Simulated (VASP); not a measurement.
Here is a VASP 6.6.1 calculation.

INCAR

```
SYSTEM = AlP
ALGO = Normal
EDIFF = 1E-6
ENCUT = 500
GGA_COMPAT = .FALSE.
ISIF = 2
ISMEAR = 0
LASPH = .TRUE.
LCHARG = .FALSE.
LREAL = .FALSE.
LWAVE = .FALSE.
NBANDS = 11
NELM = 120
PREC = Accurate
SIGMA = 0.01
```

File KPOINTS:

```
k-points
0
G
  4 4 4
  0 0 0
```

POSCAR

```
AlP
1.0
    0.0000000000      2.7392572069      2.7392572069
    2.7392572069      0.0000000000      2.7392572069
    2.7392572069      2.7392572069      0.0000000000
Al P
1 1
Direct
    0.0000000000      0.0000000000      0.0000000000
    0.2500000000      0.2500000000      0.2500000000
```

Potentials or basis: VASP PAW LDA potentials, release 64 (Al, P).

Launch:

```sh
$ cat potpaw_LDA.64/Al/POTCAR potpaw_LDA.64/P/POTCAR > POTCAR
$ mpirun -np 1 vasp_std > vasp.out
```

Q: What does it give for the pressure?

A: -1.7 GPa.

Q: Estimate the band gap on the k mesh.

A: 1.43 eV, indirect (least direct gap 3.02 eV).

Caveat: the k points lie up to 0.50 Å⁻¹ apart. A k mesh can miss the band edges.
